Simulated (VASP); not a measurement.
A run of VASP 6.6.1 is set up as follows.

The input INCAR:

```
SYSTEM = AlN
PREC = Accurate ; ENCUT = 520
EDIFF = 1E-7 ; ISMEAR = 0
SIGMA = 0.05 ; LREAL = .False.
LASPH = .True. ; NELM = 60
ALGO = Normal ; ISIF = 2
LWAVE = .False. ; LCHARG = .False.
GGA = CA ; NBANDS = 26
```

File KPOINTS:

```
regular mesh
0
Gamma
  8 6 4
  0 0 0
```

The input POSCAR:

```
AlN
1.0
   -1.6378403119      2.8368226349      0.0000000000
    0.0000000000      0.0000000000      4.1006264518
    4.9135209358      2.8368226349      0.0000000000
Al N
4 4
Direct
    0.5378547283      0.7500000000      0.1288119384
    1.0000000000      0.7500000000      0.6666666667
    0.0000000000      0.2500000000      0.3333333333
    0.5000000000      0.2500000000      0.8333333333
    0.5000000000      0.2500000000      0.1666666667
    1.0000000000      0.2500000000      0.6666666667
    0.0000000000      0.7500000000      0.3333333333
    0.5000000000      0.7500000000      0.8333333333
```

Potentials or basis: VASP PAW LDA potentials, release 64 (Al, N).

Launch:

```console
$ cat potpaw_LDA.64/Al/POTCAR potpaw_LDA.64/N/POTCAR > POTCAR
$ mpirun -np 1 vasp_std > vasp.out
```

Task: Predict the band gap on the k mesh.

Result: 3.25 eV.

Task: Estimate the pressure.

Result: 3.6 GPa.

Task: What does it give for the largest force?

Result: 6.717 eV/Å.

Stress tensor (GPa, compression positive):
```
6.54 7.22 0.00
7.22 3.62 0.00
0.00 0.00 0.64
```

Caveat: the cell differs from its parent crystal (atom 1 (Al) moved by -0.248 Å along [1 0 0] and +0.000 Å along [1 2 0]); the stress differs along the axes, from 1 to 7 GPa; forces of over 1 eV/Å act on the atoms, so gaps and moduli don't describe the material at rest. A k mesh can miss the band edges.
